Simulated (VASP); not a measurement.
Au:

```
Au
1.0
     0.00000    2.05850    2.05850
     2.05850    0.00000    2.05850
     2.05850    2.05850    0.00000
Au
1
Direct
  0.00000 0.00000 0.00000
```

| Property | Result |
| --- | --- |
| Program | VASP 6.6.1 |
| Task | relaxation of cell and atoms |
| Functional | LDA |
| Potentials or basis | VASP PAW LDA potentials, release 64 (Au) |
| Cutoff | 600 eV |
| k mesh | 14 × 14 × 14 |
| Occupations | gaussian, width 0.1 eV |
| Spin | no spin polarisation |

At the start: pressure -8.1 GPa; volume 17.45 Å³/atom.

Question: Where does the relaxation end?

Answer: Over 8 steps the energy falls by 21.8 meV/atom and the volume is 16.63 Å³/atom (-4.7 %); space group Fm-3m (No. 225, to 0.05 Å).

The path:
| step | energy change (eV) | largest force (eV/Å) | pressure (GPa) | volume (Å³) |
| --- | --- | --- | --- | --- |
| 1 | 0.0000 | 0.0000 | -8.13 | 17.45 |
| 2 | 0.0555 | 0.0000 | 20.48 | 15.31 |
| 3 | -0.0218 | 0.0000 | -0.24 | 16.65 |
| 4 | -0.0218 | 0.0000 | -0.04 | 16.63 |
| 5 | -0.0218 | 0.0000 | 0.15 | 16.62 |
| 6 | -0.0218 | 0.0000 | -0.19 | 16.65 |
| 7 | -0.0218 | 0.0000 | -0.02 | 16.63 |
| 8 | -0.0218 | 0.0000 | 0.01 | 16.63 |

Final structure:
```
Au
1.0
     0.00000    2.02591    2.02591
     2.02591    0.00000    2.02591
     2.02591    2.02591    0.00000
Au
1
Direct
  0.00000 0.00000 0.00000
```
